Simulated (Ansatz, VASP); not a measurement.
TaC in VASP and in Ansatz

The input POSCAR:

```
TaC
1.0
    0.0000000000      2.2230000000      2.2230000000
    2.2230000000      0.0000000000      2.2230000000
    2.2230000000      2.2230000000      0.0000000000
Ta C
1 1
Direct
    0.0000000000      0.0000000000      0.0000000000
    0.5000000000      0.5000000000      0.5000000000
```

Contents of INCAR.step1:

```
  PREC = Accurate
  ENCUT = 660
  ISMEAR = -1
  SIGMA = 0.15
  LREAL = F
  LASPH = T
  NELM = 120
  NBANDS = 14
  GGA = PE
  ALGO = Normal
  EDIFF = 1E-5
  LWAVE = T
  LCHARG = F
  GGA_COMPAT = F
```

INCAR.step2

```
  PREC = Accurate
  ENCUT = 660
  EDIFF = 1E-6
  ISMEAR = -1
  SIGMA = 0.15
  LREAL = F
  LASPH = T
  NELM = 120
  ALGO = Normal
  ISIF = 2
  LWAVE = F
  LCHARG = T
  METAGGA = R2SCAN
  LMIXTAU = T
  LELF = T
  LVHAR = T
  NBANDS = 14
  ISTART = 1
  GGA_COMPAT = F
```

Contents of KPOINTS:

```
Automatic mesh
0
Gamma
  5 5 5
```

Input for Ansatz:

```yaml
crystal:
  lattice:
    - [0.0, 2.223, 2.223]
    - [2.223, 0.0, 2.223]
    - [2.223, 2.223, 0.0]
  atoms:
    - { symbol: Ta, position: [0.0, 0.0, 0.0] }
    - { symbol: C, position: [0.5, 0.5, 0.5] }
basis:
  ecutwfc: 500.0
kpoints:
  mp_grid:
    grid: [5, 5, 5]
hamiltonian:
  xc: r2scan
  pseudopotentials:
    kind: paw
scf:
  occupations:
    method: fermi_dirac
    width: 0.15
output:
  forces: true
  stress: true
```

Alike in both runs: task single point; functional r2SCAN; k mesh 5 × 5 × 5; occupations fermi-dirac, width 0.15 eV; no spin polarisation.

|  | VASP | Ansatz |
| --- | --- | --- |
| version | VASP 6.6.1 | Ansatz 0.2.0 |
| potentials or method | VASP PAW PBE potentials, release 64 (Ta_pv, C), cutoff 660 eV | plane waves, PAW |
| valence electrons in the cell | 15 | 17 |

Ansatz gave:

```
pressure (GPa) : 3.7
```

Which values does VASP return?

Pressure (GPa): 4.9.

VASP's potentials were made for PBE, not for r2SCAN. VASP's potentials hold 15 valence electrons a cell and Ansatz's 17, so a difference there can come from the potentials and not from the codes.

The k mesh is coarse, so the values compare programs but aren't converged. Neither program's run includes spin-orbit coupling.
